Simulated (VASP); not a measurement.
PbS, a slab with vacuum:

```
Pb S
1.0
    11.29828    0.00000    0.00000
     0.00000    4.25010    0.00000
     0.00000    0.00255    4.25010
Pb S
2 2
Cartesian
  7.0567 1.0927 3.2158
  4.2416 3.2164 1.0907
  6.9335 3.2493 1.1236
  4.3648 1.1255 3.2486
```

Base run:

- Program: VASP 6.6.1
- Functional: pbesol exchange, lyp correlation
- Potentials or basis: VASP PAW PBE potentials, release 64 (Pb_d, S)
- Cutoff: 500 eV
- k mesh: 3 × 7 × 7
- Occupations: gaussian, width 0.01 eV
- Spin: no spin polarisation

Its results: band gap on the k mesh 1.62 eV; largest force 0.029 eV/Å.

**Question.** After a change of settings the same cell gave: band gap on the k mesh 1.94 eV (least direct gap 2.08 eV); largest force 0.234 eV/Å. Which change was it?
A. k mesh from 3 × 7 × 7 to 2 × 3 × 3
B. k mesh from 3 × 7 × 7 to 2 × 5 × 5
C. k mesh from 3 × 7 × 7 to 1 × 3 × 3

**Answer.** A.

Caveats: some runs use coarse meshes; the PAW data sets were made with another functional, which shifts forces and pressure a little; spin-orbit coupling is left out, which moves the levels of the heavy elements.
